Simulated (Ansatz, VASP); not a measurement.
**One calculation of Fe, two programs**

```xyz
1
Lattice="0.0000 1.9417 1.9651 1.4984 0.0000 1.9651 1.4984 1.9417 0.0000" Properties=species:S:1:pos:R:3 pbc="T T T"
Fe    0.0000    0.0000    0.0000
```

Alike in both runs: task single point; functional PBE; k mesh 11 × 11 × 11; occupations fermi-dirac, width 0.05 eV; collinear spin; fixed moment 1.5 μB.

```csv
,VASP,Ansatz
version,VASP 6.6.1,Ansatz 0.2.0
potentials or method,"VASP PAW PBE potentials, release 64 (Fe)",Ansatz PAW
plane-wave cutoff (eV),520,420
valence electrons in the cell,8,16
```

Ansatz gave:

```
pressure (GPa)                                                : -10.5
traceless stress, the component that is largest in VASP (GPa) : -3.71
net moment per atom (μB)                                      : 1.50
size of the moment on the site where the two differ most (μB) : 1.56
```

Problem. What did VASP give for the same quantities?

Solution. Pressure (GPa): -10.9; traceless stress, the component that is largest in VASP (GPa): -3.79; net moment per atom (μB): 1.50; size of the moment on the site where the two differ most (μB): 1.51.

Site moments also hang on the region over which each program counts them. VASP's potentials hold 8 valence electrons a cell and Ansatz's 16, so a difference there can come from the potentials and not from the codes.
